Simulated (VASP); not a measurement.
# HfN (P6_3/mmc) in VASP: notebook

Runs on HfN. Level: PBEsol. Tasks: single point.

All numbers are computed with VASP 6.6.1; they aren't measurements. Logs are shortened: lines on timing, memory, paths and dates and some standing lists are left out, and cuts for length are marked.

**1. The cell of the first run**

Symmetry: P6_3/mmc, No. 194, hexagonal system. Conventional cell: a = 3.128 Å, b = 3.128 Å, c = 5.472 Å, α = 90.00°, β = 90.00°, γ = 120.00°. Within 3.0 Å of Hf (site symmetry -6m2) lie 6 N at 2.27 Å. Within 3.0 Å of N (site symmetry -3m) lie 6 Hf at 2.27 Å and 2 N at 2.74 Å.

**2. Single point, PBEsol (strain +0.000 along x and y, +0.015 along z)**

Contents of INCAR:

```
PREC = Accurate
ENCUT = 520
EDIFF = 1E-6
ISMEAR = 0
SIGMA = 0.15
LREAL = F
LASPH = T
NELM = 100
ALGO = Normal
ISIF = 2
LWAVE = F
LCHARG = F
GGA = PS
NBANDS = 23
```

Contents of KPOINTS:

```
regular mesh
0
Gamma
  18 18 10
```

Contents of POSCAR:

```
HfN
1.0
    3.1277073063      0.0000000000      0.0000000000
   -1.5638536532      2.7086739828      0.0000000000
    0.0000000000      0.0000000000      5.4717999706
Hf N
2 2
Direct
    0.6666666667      0.3333333333      0.7500000000
    0.3333333333      0.6666666667      0.2500000000
    0.0000000000      0.0000000000      0.0000000000
    0.0000000000      0.0000000000      0.5000000000
```

Potentials or basis: VASP PAW PBE potentials, release 64 (Hf_pv, N).

Command:

```console
> cat potpaw_PBE.64/Hf_pv/POTCAR potpaw_PBE.64/N/POTCAR > POTCAR
> mpirun -np 1 vasp_std > vasp.out
```

OUTCAR:

```text
PREC = Accurate
   ENCUT = 520
   EDIFF = 1E-6
   ISMEAR = 0
   LREAL = F
   LASPH = T
   NELM = 100
   ISIF = 2
   GGA = PS

 ion  position               nearest neighbor table
   1  0.667  0.333  0.750-   3 2.27   4 2.27   3 2.27   4 2.27   3 2.27   4 2.27   2 3.28   2 3.28
                             2 3.28   2 3.28   2 3.28   2 3.28
   2  0.333  0.667  0.250-   3 2.27   4 2.27   3 2.27   4 2.27   3 2.27   4 2.27   1 3.28   1 3.28
                             1 3.28   1 3.28   1 3.28   1 3.28
   3  0.000  0.000  0.000-   1 2.27   2 2.27   2 2.27   1 2.27   1 2.27   2 2.27
   4  0.000  0.000  0.500-   1 2.27   2 2.27   2 2.27   1 2.27   1 2.27   2 2.27

  LATTYP: Found a hexagonal cell.
 ALAT       =     3.1277073063
 C/A-ratio  =     1.7494603666

  Lattice vectors:

 A1 = (   3.1277073063,   0.0000000000,   0.0000000000)
 A2 = (  -1.5638536532,   2.7086739828,   0.0000000000)
 A3 = (   0.0000000000,   0.0000000000,   5.4717999706)

Analysis of symmetry for initial positions (statically):
=====================================================================
 Subroutine PRICEL returns:
 Original cell was already a primitive cell.

 Routine SETGRP: Setting up the symmetry group for a
 hexagonal supercell.

 Subroutine GETGRP returns: Found 24 space group operations
 (whereof 12 operations were pure point group operations)
 out of a pool of 24 trial point group operations.

The static configuration has the point symmetry D_3d.
 The point group associated with its full space group is D_6h.

Analysis of symmetry for dynamics (positions and initial velocities):
=====================================================================
 Subroutine PRICEL returns:
 Original cell was already a primitive cell.

 Routine SETGRP: Setting up the symmetry group for a
 hexagonal supercell.

 Subroutine GETGRP returns: Found 24 space group operations
 (whereof 12 operations were pure point group operations)
 out of a pool of 24 trial point group operations.

The dynamic configuration has the point symmetry D_3d.
 The point group associated with its full space group is D_6h.

 Subroutine INISYM returns: Found 24 space group operations
 (whereof 12 operations are pure point group operations),
 and found     1 'primitive' translations

----------------------------------------------------------------------------------------

                                     Primitive cell

  volume of cell :      46.3568

  direct lattice vectors                    reciprocal lattice vectors
     3.127707306  0.000000000  0.000000000     0.319723012  0.184592167  0.000000000
    -1.563853653  2.708673983  0.000000000     0.000000000  0.369184334  0.000000000
     0.000000000  0.000000000  5.471799971     0.000000000  0.000000000  0.182755219

  length of vectors
     3.127707306  3.127707306  5.471799971     0.369184334  0.369184334  0.182755219

  position of ions in fractional coordinates (direct lattice)
     0.666666667  0.333333333  0.750000000
     0.333333333  0.666666667  0.250000000
     0.000000000  0.000000000  0.000000000
     0.000000000  0.000000000  0.500000000

  ion indices of the primitive-cell ions
   primitive index   ion index
                 1           1
                 2           2
                 3           3
                 4           4

----------------------------------------------------------------------------------------

 KPOINTS: regular mesh

Automatic generation of k-mesh.
 Grid dimensions read from file:
 generate k-points for:   18   18   10

 Generating k-lattice:

  Cartesian coordinates                     Fractional coordinates (reciprocal lattice)
     0.017762390  0.010255120  0.000000000     0.055555556  0.000000000  0.000000000
     0.000000000  0.020510241  0.000000000     0.000000000  0.055555556  0.000000000
     0.000000000  0.000000000  0.018275522     0.000000000  0.000000000  0.100000000

  Length of vectors
     0.020510241  0.020510241  0.018275522

  Shift w.r.t. Gamma in fractional coordinates (k-lattice)
     0.000000000  0.000000000  0.000000000

 Subroutine IBZKPT returns following result:
 ===========================================

 Found    222 irreducible k-points:

 Following reciprocal coordinates:
            Coordinates               Weight
  0.000000  0.000000  0.000000      1.000000
  0.055556 -0.000000  0.000000      6.000000
  0.111111 -0.000000  0.000000      6.000000
  0.166667 -0.000000  0.000000      6.000000
  0.222222  0.000000  0.000000      6.000000
  0.277778  0.000000  0.000000      6.000000
[... 16 lines left out ...]
  0.333333  0.111111  0.000000     12.000000
  0.388889  0.111111  0.000000     12.000000
 [... further k-points ...]
   k-points           NKPTS =    222   k-points in BZ     NKDIM =    222   number of bands    NBANDS=     23
   number of dos      NEDOS =    301   number of ions     NIONS =      4
   total plane-waves  NPLWV =  24192
   dimension x,y,z NGX =    24 NGY =   24 NGZ =   42
   dimension x,y,z NGXF=    48 NGYF=   48 NGZF=   84
   ions per type =               2   2
   NGX,Y,Z   is equivalent  to a cutoff of  12.76, 12.76, 12.76 a.u.
   NGXF,Y,Z  is equivalent  to a cutoff of  25.51, 25.51, 25.52 a.u.
 SYSTEM =  unknown system
   PREC   = accura    normal or accurate (medium, high low for compatibility)
   ISTART =      0    job   : 0-new  1-cont  2-samecut
   ICHARG =      2    charge: 1-file 2-atom 10-const
   ISPIN  =      1    spin polarized calculation?
   LNONCOLLINEAR =      F non collinear calculations
   LSORBIT =      F    spin-orbit coupling
   LASPH  =      T    aspherical Exc in radial PAW
   ENCUT  =  520.0 eV  38.22 Ry    6.18 a.u.   5.82  5.82 10.17*2*pi/ulx,y,z
   NELM   =    100;   NELMIN=  2; NELMDL= -5     # of ELM steps
   EDIFF  = 0.1E-05   stopping-criterion for ELM
   LREAL  =      F    real-space projection
   EDIFFG = 0.1E-04   stopping-criterion for IOM
   NSW    =      0    number of steps for IOM
   IBRION =     -1    ionic relax: 0-MD 1-quasi-New 2-CG
   NFREE  =      0    steps in history (QN), initial steepest desc. (CG)
   ISIF   =      2    stress and relaxation
   ISYM   =      2    0-nonsym 1-usesym 2-fastsym
   POTIM  = 0.5000    time-step for ionic-motion
   TEBEG  =    0.0;   TEEND  =   0.0 temperature during run
   PSTRESS=    0.0 pullay stress
   NELECT =      30.0000    total number of electrons
   NUPDOWN=      -1.0000    fix difference up-down
   EMIN   =  10.00;   EMAX   =-10.00  energy-range for DOS
   EFERMI =   0.00;   METHOD = LEGACY
   ISMEAR =     0;   SIGMA  =   0.15  broadening in eV -4-tet -1-fermi 0-gaus
   EFERMI_NEDOS =   21; number of points for ismear=-14 and -15
   IALGO  =     38    algorithm
   IMIX   =      4    mixing-type and parameters
     AMIX     =   0.40;   BMIX     =  1.00
     AMIX_MAG =   1.60;   BMIX_MAG =  1.00
  volume/ion in A,a.u.               =      11.59        78.21
  Fermi-wavevector in a.u.,A,eV,Ry     =   1.416047  2.675940 27.282241  2.005188
  Thomas-Fermi vector in A             =   2.537422
   LORBIT       =      0    0 simple, 1 ext, 2 COOP (PROOUT), +10 PAW based schemes
   GGA     = PS    functional components
   LHFCALC =     F    Hartree Fock is set to
   AEXX    =    0.0000 exact exchange contribution
   IVDW    =     0    specifies the selected vdW correction
   LEPSILON=     F    determine dielectric tensor
   LRPA    =     F    only Hartree local field effects (RPA)
 non-spin polarized calculation
 Gauss-broadening in eV      SIGMA  =   0.15
  energy-cutoff  :      520.00
  volume of cell :       46.36
 maximum number of plane-waves:      1275
 NGX is ok and might be reduce to    24
   NGX = 11   NGY = 11   NGZ = 21

 number of electron      29.9999993 magnetization

 Free energy of the ion-electron system (eV)
  ---------------------------------------------------
  ext. energy  EPLUGINS =         0.00000000
  ---------------------------------------------------
  free energy    TOTEN  =       -45.84759411 eV

  energy without entropy =      -45.83842289  energy(sigma->0) =      -45.84300850

 E-fermi :   7.6638     XC(G=0): -12.8718

 val. band max:        7.6480667623   @ k =   0.2222   0.0000   0.5000
 cond. band min:       7.6867522277   @ k =   0.1667  -0.0000   0.4000
 fundamental gap:      0.0386854654
 Fermi energy:         7.6637603004

 k-point     1 :       0.0000    0.0000    0.0000
  band No.  band energies     occupation
      1     -23.9331      2.00000
      2     -23.1031      2.00000
      3     -22.9780      2.00000
      4     -22.9780      2.00000
      5     -22.9222      2.00000
      6     -22.9222      2.00000
[... 15 lines left out ...]
     22      13.2073      0.00000
     23      13.2073      0.00000

 k-point     2 :       0.0556   -0.0000    0.0000
  band No.  band energies     occupation
      1     -23.9220      2.00000
      2     -23.1037      2.00000
      3     -23.0054      2.00000
      4     -22.9866      2.00000
      5     -22.9493      2.00000
      6     -22.9248      2.00000
[... 15 lines left out ...]
     22      13.0837      0.00000
     23      13.1976      0.00000

 k-point     3 :       0.1111   -0.0000    0.0000
  band No.  band energies     occupation
      1     -23.8897      2.00000
      2     -23.1059      2.00000
      3     -23.0853      2.00000
      4     -23.0244      2.00000
      5     -23.0102      2.00000
      6     -22.9336      2.00000
[... 15 lines left out ...]
     22      12.7612      0.00000
     23      13.1766      0.00000
[... 495 lines left out ...]
 k-point    23 :       0.3333    0.1111    0.0000
  band No.  band energies     occupation
      1     -23.7579      2.00000
      2     -23.5950      2.00000
      3     -23.5228      2.00000
      4     -23.2363      2.00000
      5     -23.1876      2.00000
      6     -23.0969      2.00000
[... 15 lines left out ...]
     22      14.0312      0.00000
     23      14.5141      0.00000

 k-point    24 :       0.3889    0.1111    0.0000
  band No.  band energies     occupation
      1     -23.8242      2.00000
      2     -23.6435      2.00000
      3     -23.4650      2.00000
      4     -23.2635      2.00000
      5     -23.2155      2.00000
      6     -23.1124      2.00000
[... 15 lines left out ...]
     22      14.0733      0.00000
     23      14.9516      0.00000

 [... further k-points ...]

------------------------ aborting loop because EDIFF is reached ----------------------------------------

  FORCE on cell =-STRESS in cart. coord.  units (eV):
  Direction    XX          YY          ZZ          XY          YZ          ZX
  --------------------------------------------------------------------------------------
  -------------------------------------------------------------------------------------
  Total       -1.1859986     -1.1859986     -2.9262771      0.0000000      0.0000000      0.0000000
  in kB      -40.9903565    -40.9903565   -101.1376775      0.0000000      0.0000000      0.0000000
  external PRESSURE =     -61.0394635 kB  Pullay stress =       0.0000000 kB

 VOLUME and BASIS-vectors are now :
 -----------------------------------------------------------------------------
  energy-cutoff  :      520.00
  volume of cell :       46.36
      direct lattice vectors                 reciprocal lattice vectors
     3.127707306  0.000000000  0.000000000     0.319723012  0.184592167  0.000000000
    -1.563853653  2.708673983  0.000000000     0.000000000  0.369184334  0.000000000
     0.000000000  0.000000000  5.471799971     0.000000000  0.000000000  0.182755219

 POSITION                                       TOTAL-FORCE (eV/Angst)
 -----------------------------------------------------------------------------------
      1.56385      0.90289      4.10385         0.000000      0.000000      0.000000
     -0.00000      1.80578      1.36795         0.000000      0.000000      0.000000
      0.00000      0.00000      0.00000        -0.000000      0.000000      0.000000
      0.00000      0.00000      2.73590         0.000000      0.000000      0.000000
 -----------------------------------------------------------------------------------
    total drift:                               -0.000000      0.000000     -0.000000

  FREE ENERGIE OF THE ION-ELECTRON SYSTEM (eV)
  ---------------------------------------------------
  free  energy   TOTEN  =       -45.8475941053 eV

  energy  without entropy=      -45.8384228933  energy(sigma->0) =      -45.84300850
```

Wall time 1.7 min (1 thread of AMD EPYC 9R45 (Zen 5), shared host); peak memory 0.29 GiB.

Results:

```yaml
Free_energy: -45.8476 eV
Pressure: -6.1 GPa
Band_gap_on_the_k_mesh: zero (bands 15 and 16 overlap by 2.24 eV)
```

Caveat: the cell differs from its parent crystal (strain +0.000 along x and y, +0.015 along z); the cell stands under tension; the PAW data sets were made with another functional, which shifts forces and pressure a little; spin-orbit coupling is left out, which moves the levels of the heavy elements.

**3. Single point, PBEsol (strain +0.000 along x and y, +0.030 along z)**

Contents of INCAR:

```
SYSTEM = HfN
PREC     = Accurate       ! precision mode
ENCUT    = 520            ! plane-wave cutoff, eV
EDIFF    = 1E-6           ! SCF threshold, eV
ISMEAR   = 0              ! smearing method
SIGMA    = 0.15           ! smearing width, eV
LREAL    = .FALSE.        ! projectors in reciprocal space
LASPH    = .TRUE.         ! aspherical terms in the spheres
NELM     = 80             ! most SCF steps
ALGO     = Normal         ! electronic algorithm
ISIF     = 2              ! what is computed and relaxed
LWAVE    = .FALSE.        ! write WAVECAR
LCHARG   = .TRUE.         ! write CHGCAR
GGA      = PS             ! functional
LELF     = .TRUE.         ! ELF
LVHAR    = .TRUE.       
NBANDS   = 23             ! bands
```

Contents of KPOINTS:

```
Automatic mesh
0
G
  18 18 10
  0 0 0
```

POSCAR: that of step 2 with these lines changed.

```diff
@@ -4,3 +4,3 @@
    -1.5638536532      2.7086739828      0.0000000000
-    0.0000000000      0.0000000000      5.4717999706
+    0.0000000000      0.0000000000      5.5526640095
 Hf N
```

Potentials or basis: VASP PAW PBE potentials, release 64 (Hf_pv, N).

Command:

```console
> cat potpaw_PBE.64/Hf_pv/POTCAR potpaw_PBE.64/N/POTCAR > POTCAR
> mpirun -np 1 vasp_std > vasp.out
```

Run time: 1.9 min. Hardware: 1 thread of AMD EPYC 9R45 (Zen 5), shared host; peak memory 0.29 GiB.

The run converged. Its results:

```yaml
Free_energy: -45.7884 eV
Pressure: -9.8 GPa
Band_gap_on_the_k_mesh: zero (bands 15 and 16 overlap by 2.14 eV)
```

Stress tensor (GPa, compression positive):
```
 -5.79   0.00   0.00
  0.00  -5.79   0.00
  0.00   0.00 -17.69
```

Levels at points of the mesh, in eV from the Fermi level:
| k point | band 12 | band 13 | band 14 | band 15 | band 16 | band 17 | band 18 | band 19 |
| --- | --- | --- | --- | --- | --- | --- | --- | --- |
| (0.00, 0.00, 0.00) | -3.34 | -3.34 | -1.84 | -0.85 | 0.78 | 0.78 | 1.19 | 2.07 |
| (0.50, 0.00, 0.00) | -5.20 | -3.05 | -2.69 | -2.54 | 2.22 | 2.73 | 4.49 | 4.68 |
| (0.00, 0.00, 0.50) | -4.07 | -4.07 | -4.07 | 1.73 | 1.73 | 2.80 | 2.80 | 2.80 |
| (0.50, 0.00, 0.50) | -5.40 | -4.24 | -4.24 | -0.25 | -0.25 | 4.84 | 4.84 | 4.93 |

Caveat: the cell differs from its parent crystal (strain +0.000 along x and y, +0.030 along z); the cell stands under tension; the PAW data sets were made with another functional, which shifts forces and pressure a little; spin-orbit coupling is left out, which moves the levels of the heavy elements.

**4. Single point, PBEsol (strain +0.030 along x and y, -0.030 along z)**

Contents of INCAR:

```
PREC     = Accurate       # precision mode
ENCUT    = 520            # plane-wave cutoff, eV
EDIFF    = 1E-6           # SCF threshold, eV
ISMEAR   = 0              # smearing method
SIGMA    = 0.15           # smearing width, eV
LREAL    = F              # projectors in reciprocal space
LASPH    = T              # aspherical terms in the spheres
NELM     = 60             # most SCF steps
ALGO     = Normal         # electronic algorithm
ISIF     = 2              # what is computed and relaxed
LWAVE    = F              # write WAVECAR
LCHARG   = F              # write CHGCAR
GGA      = PS             # functional
NBANDS   = 23             # bands
```

Contents of KPOINTS:

```
regular mesh
0
Gamma
  18 18 10
```

Contents of POSCAR:

```
HfN
1.0
    3.2215385255      0.0000000000      0.0000000000
   -1.6107692628      2.7899342023      0.0000000000
    0.0000000000      0.0000000000      5.2292078537
Hf N
2 2
Direct
    0.6666666667      0.3333333333      0.7500000000
    0.3333333333      0.6666666667      0.2500000000
    0.0000000000      0.0000000000      0.0000000000
    0.0000000000      0.0000000000      0.5000000000
```

Command:

```console
> cat potpaw_PBE.64/Hf_pv/POTCAR potpaw_PBE.64/N/POTCAR > POTCAR
> mpirun -np 1 vasp_std > vasp.out
```

Wall time 1.8 min (1 thread of AMD EPYC 9R45 (Zen 5), shared host); peak memory 0.29 GiB.

Results (log left out):

* Free energy: -45.6687 eV
* Pressure: -9.3 GPa
* Band gap on the k mesh: zero (bands 15 and 16 overlap by 2.38 eV)

Stress tensor (GPa, compression positive):
```
-18.25   0.00   0.00
  0.00 -18.25   0.00
  0.00   0.00   8.61
```

Levels at points of the mesh, in eV from the Fermi level:
| k point | band 12 | band 13 | band 14 | band 15 | band 16 | band 17 | band 18 | band 19 |
| --- | --- | --- | --- | --- | --- | --- | --- | --- |
| (0.00, 0.00, 0.00) | -3.74 | -3.74 | -1.17 | -0.27 | 0.66 | 0.66 | 0.86 | 1.30 |
| (0.50, 0.00, 0.00) | -5.54 | -3.48 | -2.85 | -1.83 | 2.59 | 2.74 | 3.83 | 4.79 |
| (0.00, 0.00, 0.50) | -4.66 | -4.66 | -4.66 | 1.95 | 1.95 | 2.67 | 2.67 | 3.07 |
| (0.50, 0.00, 0.50) | -5.14 | -4.60 | -4.60 | -0.28 | -0.28 | 4.17 | 4.17 | 4.21 |

Caveat: the cell differs from its parent crystal (strain +0.030 along x and y, -0.030 along z); the cell stands under tension; the PAW data sets were made with another functional, which shifts forces and pressure a little; spin-orbit coupling is left out, which moves the levels of the heavy elements.

[end of part 1 of 2]
